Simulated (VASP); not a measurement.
# KF (Fm-3m) in VASP: a series of runs

KF is run at these levels: PBE; tasks: single point.

Everything below comes from runs of VASP 6.6.1. Logs are shortened: lines on timing, memory, paths and dates and some standing lists are left out, and cuts for length are marked.

## (1) The cell of the first run

The structure is cubic, space group Fm-3m (No. 225). Conventional cell: a = 5.193 Å, b = 5.193 Å, c = 5.193 Å, α = 90.00°, β = 90.00°, γ = 90.00°. Within 3.4 Å of K (site symmetry m-3m) lie 6 F at 2.60 Å. F (site symmetry m-3m) has 6 K at 2.60 Å within 3.4 Å.

## (2) Single point, PBE (17.50 Å³/atom)

INCAR reads:

```
SYSTEM = KF
PREC = Accurate
ENCUT = 600
EDIFF = 1E-6
ISMEAR = 0
SIGMA = 0.02
LREAL = .False.
LASPH = .True.
NELM = 120
ALGO = Normal
ISIF = 2
LWAVE = .False.
LCHARG = .True.
GGA = PE
LELF = .True.
LVHAR = .True.
NBANDS = 15
GGA_COMPAT = .False.
```

KPOINTS reads:

```
Automatic mesh
0
Gamma
  8 8 8
  0 0 0
```

POSCAR reads:

```
KF
1.0
    0.0000000000      2.5963052727      2.5963052727
    2.5963052727      0.0000000000      2.5963052727
    2.5963052727      2.5963052727      0.0000000000
K F
1 1
Direct
    0.0000000000      0.0000000000      0.0000000000
    0.5000000000      0.5000000000      0.5000000000
```

Potentials or basis: VASP PAW PBE potentials, release 64 (K_sv, F).

The run is started by

```
cat potpaw_PBE.64/K_sv/POTCAR potpaw_PBE.64/F/POTCAR > POTCAR
mpirun -np 1 vasp_std > vasp.out
```

OUTCAR:

```text
SYSTEM = KF
   PREC = Accurate
   ENCUT = 600
   EDIFF = 1E-6
   ISMEAR = 0
   LREAL = .False.
   LASPH = .True.
   NELM = 120
   ISIF = 2
   GGA = PE

 ion  position               nearest neighbor table
   1  0.000  0.000  0.000-   2 2.60   2 2.60   2 2.60   2 2.60   2 2.60   2 2.60
   2  0.500  0.500  0.500-   1 2.60   1 2.60   1 2.60   1 2.60   1 2.60   1 2.60

  LATTYP: Found a face centered cubic cell.
 ALAT       =     5.1926105454

  Lattice vectors:

 A1 = (   0.0000000000,   2.5963052727,   2.5963052727)
 A2 = (   2.5963052727,   0.0000000000,   2.5963052727)
 A3 = (   2.5963052727,   2.5963052727,   0.0000000000)

Analysis of symmetry for initial positions (statically):
=====================================================================
 Subroutine PRICEL returns:
 Original cell was already a primitive cell.

 Routine SETGRP: Setting up the symmetry group for a
 face centered cubic supercell.

 Subroutine GETGRP returns: Found 48 space group operations
 (whereof 48 operations were pure point group operations)
 out of a pool of 48 trial point group operations.

The static configuration has the point symmetry O_h .

Analysis of symmetry for dynamics (positions and initial velocities):
=====================================================================
 Subroutine PRICEL returns:
 Original cell was already a primitive cell.

 Routine SETGRP: Setting up the symmetry group for a
 face centered cubic supercell.

 Subroutine GETGRP returns: Found 48 space group operations
 (whereof 48 operations were pure point group operations)
 out of a pool of 48 trial point group operations.

The dynamic configuration has the point symmetry O_h .

 Subroutine INISYM returns: Found 48 space group operations
 (whereof 48 operations are pure point group operations),
 and found     1 'primitive' translations

----------------------------------------------------------------------------------------

                                     Primitive cell

  volume of cell :      35.0024

  direct lattice vectors                    reciprocal lattice vectors
     0.000000000  2.596305273  2.596305273    -0.192581360  0.192581360  0.192581360
     2.596305273  0.000000000  2.596305273     0.192581360 -0.192581360  0.192581360
     2.596305273  2.596305273  0.000000000     0.192581360  0.192581360 -0.192581360

  length of vectors
     3.671730129  3.671730129  3.671730129     0.333560700  0.333560700  0.333560700

  position of ions in fractional coordinates (direct lattice)
     0.000000000  0.000000000  0.000000000
     0.500000000  0.500000000  0.500000000

  ion indices of the primitive-cell ions
   primitive index   ion index
                 1           1
                 2           2

----------------------------------------------------------------------------------------

 KPOINTS: Automatic mesh

Automatic generation of k-mesh.
 Grid dimensions read from file:
 generate k-points for:    8    8    8

 Generating k-lattice:

  Cartesian coordinates                     Fractional coordinates (reciprocal lattice)
    -0.024072670  0.024072670  0.024072670     0.125000000  0.000000000  0.000000000
     0.024072670 -0.024072670  0.024072670     0.000000000  0.125000000  0.000000000
     0.024072670  0.024072670 -0.024072670     0.000000000  0.000000000  0.125000000

  Length of vectors
     0.041695087  0.041695087  0.041695087

  Shift w.r.t. Gamma in fractional coordinates (k-lattice)
     0.000000000  0.000000000  0.000000000

 Subroutine IBZKPT returns following result:
 ===========================================

 Found     29 irreducible k-points:

 Following reciprocal coordinates:
            Coordinates               Weight
  0.000000  0.000000  0.000000      1.000000
  0.125000  0.000000  0.000000      8.000000
  0.250000  0.000000  0.000000      8.000000
  0.375000  0.000000  0.000000      8.000000
  0.500000  0.000000  0.000000      4.000000
  0.125000  0.125000  0.000000      6.000000
[... 16 lines left out ...]
  0.500000  0.250000  0.125000     48.000000
 -0.375000  0.250000  0.125000     24.000000
 [... further k-points ...]
   k-points           NKPTS =     29   k-points in BZ     NKDIM =     29   number of bands    NBANDS=     15
   number of dos      NEDOS =    301   number of ions     NIONS =      2
   total plane-waves  NPLWV =  27000
   dimension x,y,z NGX =    30 NGY =   30 NGZ =   30
   dimension x,y,z NGXF=    60 NGYF=   60 NGZF=   60
   ions per type =               1   1
   NGX,Y,Z   is equivalent  to a cutoff of  13.58, 13.58, 13.58 a.u.
   NGXF,Y,Z  is equivalent  to a cutoff of  27.17, 27.17, 27.17 a.u.
 SYSTEM =  KF
   PREC   = accura    normal or accurate (medium, high low for compatibility)
   ISTART =      0    job   : 0-new  1-cont  2-samecut
   ICHARG =      2    charge: 1-file 2-atom 10-const
   ISPIN  =      1    spin polarized calculation?
   LNONCOLLINEAR =      F non collinear calculations
   LSORBIT =      F    spin-orbit coupling
   LASPH  =      T    aspherical Exc in radial PAW
   ENCUT  =  600.0 eV  44.10 Ry    6.64 a.u.   7.33  7.33  7.33*2*pi/ulx,y,z
   NELM   =    120;   NELMIN=  2; NELMDL= -5     # of ELM steps
   EDIFF  = 0.1E-05   stopping-criterion for ELM
   LREAL  =      F    real-space projection
   EDIFFG = 0.1E-04   stopping-criterion for IOM
   NSW    =      0    number of steps for IOM
   IBRION =     -1    ionic relax: 0-MD 1-quasi-New 2-CG
   NFREE  =      0    steps in history (QN), initial steepest desc. (CG)
   ISIF   =      2    stress and relaxation
   ISYM   =      2    0-nonsym 1-usesym 2-fastsym
   POTIM  = 0.5000    time-step for ionic-motion
   TEBEG  =    0.0;   TEEND  =   0.0 temperature during run
   PSTRESS=    0.0 pullay stress
   NELECT =      16.0000    total number of electrons
   NUPDOWN=      -1.0000    fix difference up-down
   EMIN   =  10.00;   EMAX   =-10.00  energy-range for DOS
   EFERMI =   0.00;   METHOD = LEGACY
   ISMEAR =     0;   SIGMA  =   0.02  broadening in eV -4-tet -1-fermi 0-gaus
   EFERMI_NEDOS =   21; number of points for ismear=-14 and -15
   IALGO  =     38    algorithm
   IMIX   =      4    mixing-type and parameters
     AMIX     =   0.40;   BMIX     =  1.00
     AMIX_MAG =   1.60;   BMIX_MAG =  1.00
  volume/ion in A,a.u.               =      17.50       118.10
  Fermi-wavevector in a.u.,A,eV,Ry     =   1.261099  2.383131 21.638296  1.590370
  Thomas-Fermi vector in A             =   2.394575
   LORBIT       =      0    0 simple, 1 ext, 2 COOP (PROOUT), +10 PAW based schemes
   GGA     = PE    functional components
   LHFCALC =     F    Hartree Fock is set to
   AEXX    =    0.0000 exact exchange contribution
   IVDW    =     0    specifies the selected vdW correction
   LEPSILON=     F    determine dielectric tensor
   LRPA    =     F    only Hartree local field effects (RPA)
 non-spin polarized calculation
 Gauss-broadening in eV      SIGMA  =   0.02
  energy-cutoff  :      600.00
  volume of cell :       35.00
 maximum number of plane-waves:      1211
 NGX is ok and might be reduce to    30
   NGX = 15   NGY = 15   NGZ = 15

 number of electron      16.0000006 magnetization

 Free energy of the ion-electron system (eV)
  ---------------------------------------------------
  ext. energy  EPLUGINS =         0.00000000
  ---------------------------------------------------
  free energy    TOTEN  =        -8.22547622 eV

  energy without entropy =       -8.22547622  energy(sigma->0) =       -8.22547622

 E-fermi :  -2.4511     XC(G=0):  -8.8023

 val. band max:       -2.5571531028   @ k =   0.0000   0.0000   0.0000
 cond. band min:       4.0850176446   @ k =   0.0000   0.0000   0.0000
 fundamental gap:      6.6421707474
 Fermi energy:        -2.4510591476

 k-point     1 :       0.0000    0.0000    0.0000
  band No.  band energies     occupation
      1     -28.4698      2.00000
      2     -21.2597      2.00000
      3     -11.6462      2.00000
      4     -11.6462      2.00000
      5     -11.6462      2.00000
      6      -2.5572      2.00000
      7      -2.5572      2.00000
      8      -2.5572      2.00000
      9       4.0850      0.00000
     10       8.3557      0.00000
     11       8.3557      0.00000
     12       8.3557      0.00000
     13      10.1471      0.00000
     14      10.1471      0.00000
     15      14.9547      0.00000

 k-point     2 :       0.1250    0.0000    0.0000
  band No.  band energies     occupation
      1     -28.4494      2.00000
      2     -21.2801      2.00000
      3     -11.6945      2.00000
      4     -11.6523      2.00000
      5     -11.6523      2.00000
      6      -2.7148      2.00000
      7      -2.6220      2.00000
      8      -2.6220      2.00000
      9       4.5508      0.00000
     10       8.1061      0.00000
     11       8.5855      0.00000
     12       8.5855      0.00000
     13      10.3189      0.00000
     14      10.3189      0.00000
     15      15.7686      0.00000

 k-point     3 :       0.2500    0.0000    0.0000
  band No.  band energies     occupation
      1     -28.3995      2.00000
      2     -21.3304      2.00000
      3     -11.8100      2.00000
      4     -11.6669      2.00000
      5     -11.6669      2.00000
      6      -3.0495      2.00000
      7      -2.7749      2.00000
      8      -2.7749      2.00000
      9       5.6862      0.00000
     10       7.8034      0.00000
     11       9.1604      0.00000
     12       9.1604      0.00000
     13      10.8348      0.00000
     14      10.8348      0.00000
     15      16.9594      0.00000
[... 343 lines left out ...]
 k-point    23 :       0.5000    0.2500    0.1250
  band No.  band energies     occupation
      1     -28.3267      2.00000
      2     -21.3619      2.00000
      3     -11.9906      2.00000
      4     -11.9052      2.00000
      5     -11.7236      2.00000
      6      -3.1813      2.00000
      7      -2.9123      2.00000
      8      -2.7173      2.00000
      9       7.0406      0.00000
     10       7.5051      0.00000
     11       9.6429      0.00000
     12      10.4402      0.00000
     13      11.4903      0.00000
     14      12.5374      0.00000
     15      14.6500      0.00000

 k-point    24 :      -0.3750    0.2500    0.1250
  band No.  band energies     occupation
      1     -28.3105      2.00000
      2     -21.3714      2.00000
      3     -12.0473      2.00000
      4     -11.9279      2.00000
      5     -11.7315      2.00000
      6      -3.1901      2.00000
      7      -2.8757      2.00000
      8      -2.8344      2.00000
      9       7.1843      0.00000
     10       7.9537      0.00000
     11       9.6271      0.00000
     12      10.6224      0.00000
     13      11.9912      0.00000
     14      13.1917      0.00000
     15      13.6402      0.00000

 [... further k-points ...]

------------------------ aborting loop because EDIFF is reached ----------------------------------------

  FORCE on cell =-STRESS in cart. coord.  units (eV):
  Direction    XX          YY          ZZ          XY          YZ          ZX
  --------------------------------------------------------------------------------------
  -------------------------------------------------------------------------------------
  Total        1.1367545      1.1367545      1.1367545      0.0000000      0.0000000     -0.0000000
  in kB       52.0331360     52.0331360     52.0331360      0.0000000      0.0000000     -0.0000000
  external PRESSURE =      52.0331360 kB  Pullay stress =       0.0000000 kB

 VOLUME and BASIS-vectors are now :
 -----------------------------------------------------------------------------
  energy-cutoff  :      600.00
  volume of cell :       35.00
      direct lattice vectors                 reciprocal lattice vectors
     0.000000000  2.596305273  2.596305273    -0.192581360  0.192581360  0.192581360
     2.596305273  0.000000000  2.596305273     0.192581360 -0.192581360  0.192581360
     2.596305273  2.596305273  0.000000000     0.192581360  0.192581360 -0.192581360

 POSITION                                       TOTAL-FORCE (eV/Angst)
 -----------------------------------------------------------------------------------
      0.00000      0.00000      0.00000         0.000000     -0.000000     -0.000000
      2.59631      2.59631      2.59631        -0.000000      0.000000      0.000000
 -----------------------------------------------------------------------------------
    total drift:                                0.000000      0.000000      0.000000

  FREE ENERGIE OF THE ION-ELECTRON SYSTEM (eV)
  ---------------------------------------------------
  free  energy   TOTEN  =        -8.2254762159 eV

  energy  without entropy=       -8.2254762159  energy(sigma->0) =       -8.22547622
```

It took 16 s on 1 thread of Intel Xeon 8259CL, shared host; peak memory 0.18 GiB.

Results:

- Free energy: -8.2255 eV
- Pressure: 5.2 GPa
- Band gap on the k mesh: 6.64 eV

Levels at points of the mesh, in eV from the valence-band top:
| k point | band 5 | band 6 | band 7 | band 8 | band 9 | band 10 | band 11 | band 12 |
| --- | --- | --- | --- | --- | --- | --- | --- | --- |
| (0.00, 0.00, 0.00) | -9.09 | 0.00 | 0.00 | 0.00 | 6.64 | 10.91 | 10.91 | 10.91 |
| (0.50, 0.00, 0.00) | -9.13 | -0.89 | -0.43 | -0.43 | 9.43 | 11.27 | 12.49 | 12.49 |
| (0.50, 0.50, 0.00) | -9.36 | -0.16 | -0.03 | -0.03 | 8.26 | 10.79 | 12.53 | 14.08 |

Caveat: the cell stands under pressure.

## (3) Single point, PBE (18.10 Å³/atom)

This run uses another cell than the first one, of 18.10 Å³/atom.

INCAR reads:

```
SYSTEM = KF
PREC = Accurate
ENCUT = 600
EDIFF = 1E-6
ISMEAR = 0
SIGMA = 0.02
LREAL = .FALSE.
LASPH = .TRUE.
NELM = 120
ALGO = Normal
ISIF = 2
LWAVE = .FALSE.
LCHARG = .FALSE.
GGA = PE
NBANDS = 15
GGA_COMPAT = .FALSE.
```

KPOINTS reads:

```
Automatic mesh
0
G
  8 8 8
  0 0 0
```

POSCAR reads:

```
KF
1.0
    0.0000000000      2.6254796839      2.6254796839
    2.6254796839      0.0000000000      2.6254796839
    2.6254796839      2.6254796839      0.0000000000
K F
1 1
Direct
    0.0000000000      0.0000000000      0.0000000000
    0.5000000000      0.5000000000      0.5000000000
```

Potentials or basis: VASP PAW PBE potentials, release 64 (K_sv, F).

The run is started by

```
cat potpaw_PBE.64/K_sv/POTCAR potpaw_PBE.64/F/POTCAR > POTCAR
mpirun -np 1 vasp_std > vasp.out
```

It took 13 s on 1 thread of Intel Xeon 8259CL, shared host; peak memory 0.17 GiB.

It converged, with:

* Free energy: -8.2597 eV
* Pressure: 3.5 GPa
* Band gap on the k mesh: 6.45 eV

Levels at points of the mesh, in eV from the valence-band top:
```tsv
k point	band 4	band 5	band 6	band 7	band 8	band 9	band 10	band 11	band 12	band 13
(0.00, 0.00, 0.00)	-9.20	-9.20	0.00	0.00	0.00	6.45	10.82	10.82	10.82	12.57
(0.50, 0.00, 0.00)	-9.24	-9.24	-0.85	-0.39	-0.39	9.29	11.01	12.33	12.33	14.65
(0.50, 0.50, 0.00)	-9.45	-9.45	-0.18	-0.04	-0.04	8.24	10.60	12.24	13.90	14.56
```

Caveat: the cell stands under pressure. A k mesh can miss the band edges.
